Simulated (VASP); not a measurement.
# Si7Ge (P-42m) in VASP: a series of runs, part 2 of 2

VASP 6.6.1. The steps go on from the part before.

## Step 3: Single point, r2SCAN (strain +0.050 along x and y, +0.025 along z)

POSCAR reads:

```
Si7Ge
1.0
    5.7413668519      0.0000000000      0.0000000000
    0.0000000000      5.7413668519      0.0000000000
    0.0000000000      0.0000000000      5.6046676412
Si Ge
7 1
Direct
    0.2524307582      0.2524307582      0.2524307582
    0.0000000000      0.5000000000      0.5000000000
    0.5000000000      0.5000000000      0.0000000000
    0.5000000000      0.0000000000      0.5000000000
    0.7475692418      0.2524307582      0.7475692418
    0.7475692418      0.7475692418      0.2524307582
    0.2524307582      0.7475692418      0.7475692418
    0.0000000000      0.0000000000      0.0000000000
```

INCAR.step1 reads:

```
  PREC = Accurate
  ENCUT = 520
  ISMEAR = 0
  SIGMA = 0.05
  LREAL = F
  LASPH = T
  NELM = 100
  NBANDS = 31
  GGA = PE
  ALGO = Normal
  EDIFF = 1E-4
  LWAVE = T
  LCHARG = F
```

INCAR.step2 reads:

```
  PREC = Accurate
  ENCUT = 520
  EDIFF = 1E-6
  ISMEAR = 0
  SIGMA = 0.05
  LREAL = F
  LASPH = T
  NELM = 100
  ALGO = Normal
  ISIF = 2
  LWAVE = F
  LCHARG = F
  METAGGA = R2SCAN
  LMIXTAU = T
  NBANDS = 31
  ISTART = 1
```

KPOINTS reads:

```
regular mesh
0
Gamma
  6 6 6
```

Potentials or basis: VASP PAW PBE potentials, release 64 (Si, Ge_d).

On the command line:

```bash
$ cat potpaw_PBE.64/Si/POTCAR potpaw_PBE.64/Ge_d/POTCAR > POTCAR
$ cp INCAR.step1 INCAR
$ mpirun -np 1 vasp_std > vasp.out
$ cp INCAR.step2 INCAR
$ mpirun -np 1 vasp_std > vasp.out
```

OUTCAR:

```text
PREC = Accurate
   ENCUT = 520
   EDIFF = 1E-6
   ISMEAR = 0
   LREAL = F
   LASPH = T
   NELM = 100
   ISIF = 2
   METAGGA = R2SCAN
   ISTART = 1

 ion  position               nearest neighbor table
   1  0.252  0.252  0.252-   3 2.46   2 2.46   4 2.46   8 2.49
   2  0.000  0.500  0.500-   1 2.46   5 2.46   6 2.46   7 2.46
   3  0.500  0.500  0.000-   1 2.46   5 2.46   6 2.46   7 2.46
   4  0.500  0.000  0.500-   1 2.46   5 2.46   6 2.46   7 2.46
   5  0.748  0.252  0.748-   3 2.46   2 2.46   4 2.46   8 2.49
   6  0.748  0.748  0.252-   3 2.46   2 2.46   4 2.46   8 2.49
   7  0.252  0.748  0.748-   3 2.46   2 2.46   4 2.46   8 2.49
   8  0.000  0.000  0.000-   1 2.49   5 2.49   6 2.49   7 2.49

  LATTYP: Found a simple tetragonal cell.
 ALAT       =     5.7413668519
 C/A-ratio  =     0.9761904762

  Lattice vectors:

 A1 = (   5.7413668519,   0.0000000000,   0.0000000000)
 A2 = (   0.0000000000,   5.7413668519,   0.0000000000)
 A3 = (   0.0000000000,   0.0000000000,   5.6046676412)

Analysis of symmetry for initial positions (statically):
=====================================================================
 Subroutine PRICEL returns:
 Original cell was already a primitive cell.

 Routine SETGRP: Setting up the symmetry group for a
 simple tetragonal supercell.

 Subroutine GETGRP returns: Found  8 space group operations
 (whereof  8 operations were pure point group operations)
 out of a pool of 16 trial point group operations.

The static configuration has the point symmetry D_2d.

Analysis of symmetry for dynamics (positions and initial velocities):
=====================================================================
 Subroutine PRICEL returns:
 Original cell was already a primitive cell.

 Routine SETGRP: Setting up the symmetry group for a
 simple tetragonal supercell.

[... 138 lines left out ...]
  Fermi-wavevector in a.u.,A,eV,Ry     =   0.999151  1.888122 13.582732  0.998303
  Thomas-Fermi vector in A             =   2.131422
   LORBIT       =      0    0 simple, 1 ext, 2 COOP (PROOUT), +10 PAW based schemes
   METAGGA = R2SCAN    functional components
   LHFCALC =     F    Hartree Fock is set to
   AEXX    =    0.0000 exact exchange contribution
   IVDW    =     0    specifies the selected vdW correction
   LEPSILON=     F    determine dielectric tensor
   LRPA    =     F    only Hartree local field effects (RPA)
 non-spin polarized calculation
 Gauss-broadening in eV      SIGMA  =   0.05
  energy-cutoff  :      520.00
  volume of cell :      184.75
 maximum number of plane-waves:      5012
 NGX is ok and might be reduce to    48
   NGX = 21   NGY = 21   NGZ = 21

 number of electron      41.9999993 magnetization

 Free energy of the ion-electron system (eV)
  ---------------------------------------------------
  ext. energy  EPLUGINS =         0.00000000
  ---------------------------------------------------
  free energy    TOTEN  =       -74.57086544 eV

  energy without entropy =      -74.57086544  energy(sigma->0) =      -74.57086544

 E-fermi :   4.7586     XC(G=0):  -9.4757

 val. band max:        4.5076891970   @ k =   0.0000   0.0000   0.0000
 cond. band min:       5.1792156409   @ k =   0.0000   0.0000   0.0000
 fundamental gap:      0.6715264439
 Fermi energy:         4.7586278692

 k-point     1 :       0.0000    0.0000    0.0000
  band No.  band energies     occupation
      1     -20.3685      2.00000
      2     -20.3685      2.00000
      3     -20.3672      2.00000
      4     -20.3480      2.00000
      5     -20.3453      2.00000
      6      -7.3781      2.00000
[... 805 lines left out ...]
     30       9.2910      0.00000
     31       9.4189      0.00000

 [... further k-points ...]

------------------------ aborting loop because EDIFF is reached ----------------------------------------

  FORCE on cell =-STRESS in cart. coord.  units (eV):
  Direction    XX          YY          ZZ          XY          YZ          ZX
  --------------------------------------------------------------------------------------
  -------------------------------------------------------------------------------------
  Total      -11.1746043    -11.1746043     -8.5318515      0.0000000      0.0000000      0.0000000
  in kB      -96.9085907    -96.9085907    -73.9900652      0.0000000      0.0000000      0.0000000
  external PRESSURE =     -89.2690822 kB  Pullay stress =       0.0000000 kB

 VOLUME and BASIS-vectors are now :
 -----------------------------------------------------------------------------
  energy-cutoff  :      520.00
  volume of cell :      184.75
      direct lattice vectors                 reciprocal lattice vectors
     5.741366852  0.000000000  0.000000000     0.174174552  0.000000000  0.000000000
     0.000000000  5.741366852  0.000000000     0.000000000  0.174174552  0.000000000
     0.000000000  0.000000000  5.604667641     0.000000000  0.000000000  0.178422712

 POSITION                                       TOTAL-FORCE (eV/Angst)
 -----------------------------------------------------------------------------------
      1.44930      1.44930      1.41479         0.015698      0.015698      0.018031
      0.00000      2.87068      2.80233         0.000000      0.000000      0.000000
      2.87068      2.87068      0.00000         0.000000      0.000000      0.000000
      2.87068      0.00000      2.80233        -0.000000      0.000000     -0.000000
      4.29207      1.44930      4.18988        -0.015698      0.015698     -0.018031
      4.29207      4.29207      1.41479        -0.015698     -0.015698      0.018031
      1.44930      4.29207      4.18988         0.015698     -0.015698     -0.018031
      0.00000      0.00000      0.00000         0.000000      0.000000      0.000000
 -----------------------------------------------------------------------------------
    total drift:                               -0.000000     -0.000000     -0.000000

  FREE ENERGIE OF THE ION-ELECTRON SYSTEM (eV)
  ---------------------------------------------------
  free  energy   TOTEN  =       -74.5708654450 eV

  energy  without entropy=      -74.5708654450  energy(sigma->0) =      -74.57086544
```

Wall time 9.8 min (1 thread of Oxide Virtual Turin-like, shared host); peak memory 0.41 GiB.

What came out:

```yaml
Free_energy: -74.5709 eV
Pressure: -8.9 GPa
Largest_force: 0.029 eV/Å
Band_gap_on_the_k_mesh: 0.67 eV
```

Forces on the atoms (eV/Å):
```
Si   0.016  0.016  0.018
Si   0.000  0.000  0.000
Si   0.000  0.000  0.000
Si   0.000  0.000  0.000
Si  -0.016  0.016 -0.018
Si  -0.016 -0.016  0.018
Si   0.016 -0.016 -0.018
Ge   0.000  0.000  0.000
```

Stress tensor (GPa, compression positive):
```
-9.69  0.00  0.00
 0.00 -9.69  0.00
 0.00  0.00 -7.40
```

Caveat: the cell differs from its parent crystal (strain +0.050 along x and y, +0.025 along z); the cell stands under tension; the PAW data sets were made with another functional, which shifts forces and pressure a little. A k mesh can miss the band edges.
